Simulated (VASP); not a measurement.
Write the native input for VASP 6.6.1 that does the following.

- Task: single point
- Functional: PBE
- Potentials or basis: VASP PAW PBE potentials, release 64 (Al, H)
- Cutoff: 520 eV
- k mesh: 5 × 4 × 1
- Occupations: gaussian, width 0.1 eV
- Spin: no spin polarisation
- Dipole correction: yes
- Further INCAR settings: LREAL = Auto; ALGO = Normal; EDIFF = 1e-06; NBANDS = 40

The structure of Al8H lies in POSCAR:

```
Al8H
1.0
    5.7135165837      0.0000000000      0.0000000000
    0.0000000000      8.0801326415      0.0000000000
    0.0000000000      0.0000000000     22.2432786975
Al H
16 2
Direct
    0.2500000000      0.2500000000      0.1798296040
    0.2500000000      0.7500000000      0.1798296040
    0.7500000000      0.2500000000      0.1798296040
    0.7500000000      0.7500000000      0.1798296040
    0.0000000000      0.0000000000      0.2440458181
    0.0000000000      0.5000000000      0.2440458181
    0.5000000000      0.0000000000      0.2440458181
    0.5000000000      0.5000000000      0.2440458181
    0.2500000000      0.2500000000      0.3102598702
    0.2500000000      0.7500000000      0.3102598702
    0.7500000000      0.2500000000      0.3102598702
    0.7500000000      0.7500000000      0.3102598702
    0.0000000000      0.0000000000      0.3705963860
    0.0000000000      0.5000000000      0.3705963860
    0.5000000000      0.0000000000      0.3705963860
    0.5000000000      0.5000000000      0.3705963860
    0.7500000000     -0.0568678783      0.5324430296
    0.7500000000      0.0568678783      0.5324430296
```

One way to write it, as run:

INCAR

```
SYSTEM = Al8H
PREC = Accurate
ENCUT = 520
EDIFF = 1E-6
ISMEAR = 0
SIGMA = 0.1
LREAL = Auto
LASPH = .True.
NELM = 80
ALGO = Normal
ISIF = 2
LWAVE = .False.
LCHARG = .False.
LDIPOL = .True.
IDIPOL = 3
DIPOL = 0.5 0.5 0.305
GGA = PE
NBANDS = 40
```

KPOINTS

```
regular mesh
0
Gamma
  5 4 1
  0 0 0
```

Potentials or basis: VASP PAW PBE potentials, release 64 (Al, H).

Launch:

```bash
$ cat potpaw_PBE.64/Al/POTCAR potpaw_PBE.64/H/POTCAR > POTCAR
$ mpirun -np 1 vasp_std > vasp.out
```

It gave:

The largest force is 3.532 eV/Å and the band gap on the k mesh is zero (bands 25 and 26 overlap by 0.48 eV).

It took 8.6 min on 1 thread of Intel(R) Xeon(R) Platinum 8488C (Sapphire Rapids), with other jobs on the host, peak memory 0.9 GiB.
